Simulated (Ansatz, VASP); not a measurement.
Rh: VASP beside Ansatz

File INCAR:

```
SYSTEM = Rh
ALGO = Fast
EDIFF = 1E-6
ENCUT = 520
GGA = PS
ISIF = 2
ISMEAR = 0
LASPH = .True.
LCHARG = .False.
LREAL = .False.
LWAVE = .False.
NBANDS = 14
NELM = 60
PREC = Accurate
SIGMA = 0.15
```

KPOINTS

```
k-points
0
Gamma
  22 22 22
  0 0 0
```

The input POSCAR:

```
Rh
1.0
    0.0000000000      1.8064725000      1.8064725000
    1.8064725000      0.0000000000      1.8064725000
    1.8064725000      1.8064725000      0.0000000000
Rh
1
Direct
    0.0000000000      0.0000000000      0.0000000000
```

Input for Ansatz:

```yaml
crystal:
  lattice:
    - [0.0, 1.8064725, 1.8064725]
    - [1.8064725, 0.0, 1.8064725]
    - [1.8064725, 1.8064725, 0.0]
  atoms:
    - { symbol: Rh, position: [0.0, 0.0, 0.0] }
basis:
  ecutwfc: 420
kpoints:
  mp_grid: { grid: [22, 22, 22] }
hamiltonian:
  xc: pbesol
scf:
  occupations: { method: gaussian, width: 0.15 }
output:
  forces: true
  stress: true
  eigenvalues: true
```

Change from the starting cell: strain -0.050 along x and y, -0.050 along z, atoms carried along.

Alike in both runs: task single point; functional PBEsol; k mesh 22 × 22 × 22; occupations gaussian, width 0.15 eV; no spin polarisation.

```csv
,VASP,Ansatz
version,VASP 6.6.1,Ansatz 0.2.0
potentials or method,"VASP PAW PBE potentials, release 64 (Rh_pv), cutoff 520 eV","scalar-relativistic, plane waves, PAW"
valence electrons in the cell,15,17
```

VASP gave:

* gap on the k mesh at the Fermi level (eV): none
* pressure (GPa): 56.4

Problem. Estimate Ansatz's values.

Solution. gap on the k mesh at the Fermi level (eV): none; pressure (GPa): 56.5.

VASP's potentials were made for PBE, not for PBEsol. A gap of «none» marks a metal or a gap that the smearing closes. Both programs put the cell under a high pressure, so it lies far from rest at this level. VASP's potentials hold 15 valence electrons a cell and Ansatz's 17, so a difference there can come from the potentials and not from the codes.
